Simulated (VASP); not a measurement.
Wanted: the native input for a VASP 6.6.1 run.

* Task: relaxation of the atoms
* Functional: PBE
* Potentials or basis: VASP PAW PBE potentials, release 64 (Nb_sv, N)
* Cutoff: 520 eV
* k mesh: 3 × 3 × 3
* Occupations: methfessel-paxton, width 0.1 eV
* Spin: no spin polarisation
* Dipole correction: no
* Further INCAR settings: LREAL = Auto; ALGO = Normal; EDIFF = 1e-07; IBRION = 2; EDIFFG = -0.02; NSW = 90

The structure of Nb16N (a cell with a defect) lies in POSCAR:

```
Nb16N
1.0
    6.6171497900      0.0000000000      0.0000000000
    0.0000000000      6.6171497900      0.0000000000
    0.0000000000      0.0000000000      6.6171497900
Nb N
16 1
Direct
    0.0000000000      0.0000000000      0.0000000000
    0.2500000000      0.2500000000      0.2500000000
    0.0000000000      0.0000000000      0.5000000000
    0.2500000000      0.2500000000      0.7500000000
    0.0000000000      0.5000000000      0.0000000000
    0.2500000000      0.7500000000      0.2500000000
    0.0000000000      0.5000000000      0.5000000000
    0.2500000000      0.7500000000      0.7500000000
    0.5000000000      0.0000000000      0.0000000000
    0.7500000000      0.2500000000      0.2500000000
    0.5000000000      0.0000000000      0.5000000000
    0.7500000000      0.2500000000      0.7500000000
    0.5000000000      0.5000000000      0.0000000000
    0.7500000000      0.7500000000      0.2500000000
    0.5000000000      0.5000000000      0.5000000000
    0.7500000000      0.7500000000      0.7500000000
    0.7500000000      0.5000000000      0.5000000000
```

These files were run (other wordings do the same):

INCAR

```
PREC = Accurate ; ENCUT = 520
EDIFF = 1E-7 ; ISMEAR = 1
SIGMA = 0.1 ; LREAL = Auto
LASPH = True ; NELM = 80
ALGO = Normal ; ISIF = 2
LWAVE = False ; LCHARG = False
GGA = PE ; IBRION = 2
NSW = 90 ; EDIFFG = -0.02
KPAR = 4
```

KPOINTS

```
regular mesh
0
Gamma
  3 3 3
```

Potentials or basis: VASP PAW PBE potentials, release 64 (Nb_sv, N).

Run with:

```sh
$ cat potpaw_PBE.64/Nb_sv/POTCAR potpaw_PBE.64/N/POTCAR > POTCAR
$ mpirun -np 4 vasp_std > vasp.out
```

Results of the run:

| Property | Result |
| --- | --- |
| Energy gained by relaxing | 227.4 meV/atom |
| Ionic steps | 11 |
| Pressure after relaxing | 4.4 GPa |
| Largest force after relaxing | 0.011 eV/Å |
| Band gap on the k mesh | zero (an odd number of electrons rules out a gap without spin polarisation) |

Wall time 16 min on 4 MPI ranks on AMD EPYC 9R45 (Zen 5), with other jobs on the host, peak memory 0.45 GiB a rank.
